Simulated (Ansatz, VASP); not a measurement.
Two plane-wave programs on Fe3PdC

```
CELL_PARAMETERS angstrom
3.85525 0.00000 0.00000
0.00000 3.85525 0.00000
0.00000 0.00000 3.85525
ATOMIC_POSITIONS crystal
Pd 0.00000 0.00000 0.00000
C 0.50000 0.50000 0.50000
Fe 0.50000 0.50000 0.00000
Fe 0.50000 0.00000 0.50000
Fe 0.00000 0.50000 0.50000
```

Alike in both runs: task single point; functional r2SCAN; k mesh 10 × 10 × 10; occupations gaussian, width 0.1 eV; no spin polarisation.

|  | VASP | Ansatz |
| --- | --- | --- |
| version | VASP 6.6.1 | Ansatz 0.2.0 |
| potentials or method | VASP PAW PBE potentials, release 64 (Pd, C, Fe), cutoff 520 eV | scalar-relativistic, plane waves, PAW |
| valence electrons in the cell | 38 | 70 |

VASP gave:

| Item | Value |
| --- | --- |
| gap on the k mesh at the Fermi level (eV) | none |
| pressure (GPa) | -20.0 |

Question: What did Ansatz give for the same quantities?

Answer: gap on the k mesh at the Fermi level (eV): none; pressure (GPa): -21.1.

VASP's potentials were made for PBE, not for r2SCAN. A gap of «none» marks a metal or a gap that the smearing closes. With one functional, cell and mesh, what is left measures potentials, basis and numerics. VASP's potentials hold 38 valence electrons a cell and Ansatz's 70, so a difference there can come from the potentials and not from the codes.
